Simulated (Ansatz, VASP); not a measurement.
Two plane-wave programs on Cu

The input INCAR:

```
SYSTEM = Cu
ALGO = Normal
EDIFF = 1E-6
ENCUT = 700
GGA = PE
GGA_COMPAT = .False.
ISIF = 2
ISMEAR = 0
LASPH = .True.
LCHARG = .False.
LREAL = .False.
LWAVE = .False.
NBANDS = 46
NELM = 120
PREC = Accurate
SIGMA = 0.1
```

KPOINTS

```
k-points
0
Gamma
  6 6 4
  0 0 0
```

File POSCAR:

```
Cu
1.0
    2.5826385604     -1.5401917233      0.0000000000
    2.5826385604      1.5401917233      0.0000000000
   -1.4425304201      0.0000000000      6.6867048011
Cu
4
Direct
    0.0504000000      0.0504000000      0.0996000000
    0.9496000000      0.9496000000      0.9004000000
    0.5050000000      0.5050000000      0.6000000000
    0.4950000000      0.4950000000      0.4000000000
```

Input for Ansatz:

```yaml
crystal:
  lattice:
    - [2.5826385604, -1.5401917233, 0.0]
    - [2.5826385604, 1.5401917233, 0.0]
    - [-1.4425304201, 0.0, 6.6867048011]
  atoms:
    - { symbol: Cu, position: [0.0504, 0.0504, 0.0996] }
    - { symbol: Cu, position: [0.9496, 0.9496, 0.9004] }
    - { symbol: Cu, position: [0.505, 0.505, 0.6] }
    - { symbol: Cu, position: [0.495, 0.495, 0.4] }
basis:
  ecutwfc: 420
kpoints:
  mp_grid: { grid: [6, 6, 4] }
hamiltonian:
  xc: pbe
scf:
  occupations: { method: gaussian, width: 0.1 }
  lower_state_search: "off"
output:
  forces: true
  stress: true
  eigenvalues: true
```

Alike in both runs: task single point; functional PBE; k mesh 6 × 6 × 4; occupations gaussian, width 0.1 eV; no spin polarisation.

|  | VASP | Ansatz |
| --- | --- | --- |
| version | VASP 6.6.1 | Ansatz 0.2.0 |
| potentials or method | VASP PAW PBE potentials, release 64 (Cu_sv_GW), cutoff 700 eV | scalar-relativistic, plane waves, PAW |
| valence electrons in the cell | 76 | 76 |

```csv
,VASP,Ansatz,Ansatz less VASP
gap on the k mesh at the Fermi level (eV),none,none,-
rms of the force components (eV/Å),44.892,36.777,-8.1152
```

Atom by atom the forces differ by 8.116 eV/Å (rms over components). A gap of «none» marks a metal or a gap that the smearing closes.

The k mesh is coarse, so the values compare programs but aren't converged.
